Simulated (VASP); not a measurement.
A run of VASP 6.6.1:

INCAR

```
SYSTEM = BaTiO3
PREC = Accurate
ENCUT = 1340
EDIFF = 1E-6
ISMEAR = 0
SIGMA = 0.05
LREAL = .FALSE.
LASPH = .TRUE.
NELM = 200
ALGO = Normal
ISIF = 2
LWAVE = .FALSE.
LCHARG = .FALSE.
LMAXMIX = 4
LDAU = .TRUE.
LDAUTYPE = 2
LDAUL = -1 2 -1
LDAUU = 0 4 0
LDAUJ = 0 0 0
LDAUPRINT = 1
GGA = PE
NBANDS = 28
GGA_COMPAT = .FALSE.
```

KPOINTS

```
regular mesh
0
G
  8 8 8
  0 0 0
```

Contents of POSCAR:

```
BaTiO3
1.0
    4.0961333662      0.0000000000      0.0000000000
    0.0000000000      4.0961333662      0.0000000000
    0.0000000000      0.0000000000      4.0961333662
Ba Ti O
1 1 3
Direct
    0.5000000000      0.5000000000      0.5000000000
    0.0000000000      0.0000000000      0.0000000000
    0.5000000000      0.0000000000      0.0000000000
    0.0000000000      0.5000000000      0.0000000000
    0.0000000000      0.0000000000      0.5000000000
```

Potentials or basis: VASP PAW PBE potentials, release 64 (Ba_sv, Ti_sv, O_h).

Launch:

```bash
$ cat potpaw_PBE.64/Ba_sv/POTCAR potpaw_PBE.64/Ti_sv/POTCAR potpaw_PBE.64/O_h/POTCAR > POTCAR
$ mpirun -np 1 vasp_std > vasp.out
```

Hardware: 1 thread of Intel(R) Xeon(R) Platinum 8375C CPU @ 2.90GHz (Ice Lake) (shared host).

Q: How long does it take, and how much memory?

A: Run time: 4.2 min on 1 thread of Intel(R) Xeon(R) Platinum 8375C CPU @ 2.90GHz (Ice Lake), with other jobs on the host, peak memory 0.54 GiB. Counts: scf iterations 18, k points 35.
